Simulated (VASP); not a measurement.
Here is a VASP 6.6.1 calculation.

The input INCAR:

```
SYSTEM = Te
PREC = Accurate ; ENCUT = 520
EDIFF = 1E-7 ; ISMEAR = 0
SIGMA = 0.1 ; LREAL = .False.
LASPH = .True. ; NELM = 60
ALGO = Normal ; ISIF = 2
LWAVE = .False. ; LCHARG = .False.
GGA = PS ; NBANDS = 20
```

File KPOINTS:

```
Automatic mesh
0
Gamma
  4 12 8
  0 0 0
```

POSCAR

```
Te
1.0
    9.1851760203      0.0756470705      0.0000000000
    0.0258795755      3.1175904660      0.0000000000
    0.0000000000      0.0000000000      4.4920714975
Te
4
Direct
    0.7500000000      0.5000000000      0.4344753644
    0.2500000000      0.5000000000      0.4791756903
   -0.0056537228      0.4658882164      0.0431744727
    0.5056537228      0.5341117836      0.0431744727
```

Potentials or basis: VASP PAW PBE potentials, release 64 (Te).

Command:

```console
$ cat potpaw_PBE.64/Te/POTCAR > POTCAR
$ mpirun -np 1 vasp_std > vasp.out
```

Estimate the largest force.

1.013 eV/Å.

What does it give for the band gap on the k mesh?

Zero (bands 12 and 13 overlap by 3.62 eV).

What does it give for the pressure?

1.2 GPa.

Forces in eV/Å, atoms in the order of the input:
```
Te   0.000  0.000  1.013
Te   0.000  0.000  0.712
Te   0.392  0.053 -0.862
Te  -0.392 -0.053 -0.862
```

Caveat: the cell differs from its parent crystal (strained and its atoms moved); the PAW data sets were made with another functional, which shifts forces and pressure a little; spin-orbit coupling is left out, which moves the levels of the heavy elements.
